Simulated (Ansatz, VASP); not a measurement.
**Two plane-wave programs on GdN**

File INCAR:

```
SYSTEM = GdN
PREC = Accurate
ENCUT = 520
EDIFF = 1E-6
ISMEAR = 0
SIGMA = 0.05
LREAL = .FALSE.
LASPH = .TRUE.
NELM = 150
ALGO = Normal
ISIF = 2
LWAVE = .FALSE.
LCHARG = .FALSE.
ISPIN = 2
MAGMOM = 7 0
LORBIT = 11
LMAXMIX = 6
LDAU = .TRUE.
LDAUTYPE = 2
LDAUL = 3 -1
LDAUU = 6 0
LDAUJ = 0 0
LDAUPRINT = 1
GGA = PE
NBANDS = 22
```

Contents of KPOINTS:

```
regular mesh
0
G
  5 5 5
  0 0 0
```

File POSCAR:

```
GdN
1.0
    0.0000000000      2.4994985661      2.4994985661
    2.4994985661      0.0000000000      2.4994985661
    2.4994985661      2.4994985661      0.0000000000
Gd N
1 1
Direct
    0.5000000000      0.5000000000      0.5000000000
    0.0000000000      0.0000000000      0.0000000000
```

Input for Ansatz:

```yaml
crystal:
  lattice:
    - [0.0, 2.4994985661, 2.4994985661]
    - [2.4994985661, 0.0, 2.4994985661]
    - [2.4994985661, 2.4994985661, 0.0]
  atoms:
    - { symbol: Gd, position: [0.5, 0.5, 0.5], spin: 7.0 }
    - { symbol: "N", position: [0.0, 0.0, 0.0] }
basis:
  ecutwfc: 420
  ecutrho_ratio: 4
kpoints:
  mp_grid: { grid: [5, 5, 5] }
hamiltonian:
  xc: pbe
  hubbard: { sites: [{ species: Gd, l: f, u_eff: 6.0 }] }
scf:
  occupations: { method: gaussian, width: 0.05 }
output:
  forces: true
  stress: true
  eigenvalues: true
  populations: true
  hubbard: { sites: [{ species: Gd, l: f }] }
magnetization:
  spin_polarized: true
```

Alike in both runs: task single point; functional PBE; k mesh 5 × 5 × 5; occupations gaussian, width 0.05 eV; collinear spin; Hubbard terms Gd f U = 6.0 eV.

|  | VASP | Ansatz |
| --- | --- | --- |
| version | VASP 6.6.1 | Ansatz 0.2.0 |
| potentials or method | VASP PAW PBE potentials, release 64 (Gd, N), cutoff 520 eV | scalar-relativistic, plane waves, PAW |
| valence electrons in the cell | 23 | 23 |

|  | VASP | Ansatz | Ansatz less VASP |
| --- | --- | --- | --- |
| gap on the k mesh at the Fermi level (eV) | none | none | - |
| pressure (GPa) | 0.9 | 0.4 | -0.54 |
| net moment per atom (μB) | 3.50 | 3.50 | 0.000 |
| size of the moment on the site where the two differ most (μB) | 6.87 | 6.94 | +0.065 |

Site moments also hang on the region over which each program counts them. The programs project onto different local orbitals, so the same U acts differently, and such runs can settle in different states. A gap of «none» marks a metal or a gap that the smearing closes. Ansatz's warnings: filled band counts differ across k points.

The k mesh is coarse, so the values compare programs but aren't converged. Neither program's run includes spin-orbit coupling.
